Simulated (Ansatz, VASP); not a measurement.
**BP in VASP and in Ansatz**

Contents of INCAR:

```
SYSTEM = BP
PREC = Accurate
ENCUT = 500
EDIFF = 1E-6
ISMEAR = 0
SIGMA = 0.05
LREAL = .FALSE.
LASPH = .TRUE.
NELM = 120
ALGO = Normal
ISIF = 2
LWAVE = .FALSE.
LCHARG = .TRUE.
GGA = PE
LELF = .TRUE.
LVHAR = .TRUE.
NBANDS = 11
GGA_COMPAT = .FALSE.
```

Contents of KPOINTS:

```
regular mesh
0
G
  6 6 6
  0 0 0
```

The input POSCAR:

```
BP
1.0
    2.7362573917      0.0000000000      0.0000000000
    0.0000000000      2.7362573917      0.0000000000
    0.0000000000      0.0000000000      2.7362573917
B P
1 1
Direct
    0.0000000000      0.0000000000      0.0000000000
    0.5000000000      0.5000000000      0.5000000000
```

Input for Ansatz:

```yaml
crystal:
  lattice:
    - [2.7362573917, 0.0, 0.0]
    - [0.0, 2.7362573917, 0.0]
    - [0.0, 0.0, 2.7362573917]
  atoms:
    - { symbol: B, position: [0.0, 0.0, 0.0] }
    - { symbol: P, position: [0.5, 0.5, 0.5] }
basis:
  ecutwfc: 420
kpoints:
  mp_grid: { grid: [6, 6, 6] }
hamiltonian:
  xc: pbe
scf:
  occupations: { method: gaussian, width: 0.05 }
output:
  forces: true
  stress: true
  eigenvalues: true
```

Alike in both runs: task single point; functional PBE; k mesh 6 × 6 × 6; occupations gaussian, width 0.05 eV; no spin polarisation.

|  | VASP | Ansatz |
| --- | --- | --- |
| version | VASP 6.6.1 | Ansatz 0.2.0 |
| potentials or method | VASP PAW PBE potentials, release 64 (B, P), cutoff 500 eV | scalar-relativistic, plane waves, PAW |
| valence electrons in the cell | 8 | 8 |

```csv
,VASP,Ansatz,Ansatz less VASP
gap on the k mesh at the Fermi level (eV),none,none,-
pressure (GPa),-0.7,-0.5,+0.21
```

A gap of «none» marks a metal or a gap that the smearing closes.

The k mesh is coarse, so the values compare programs but aren't converged.
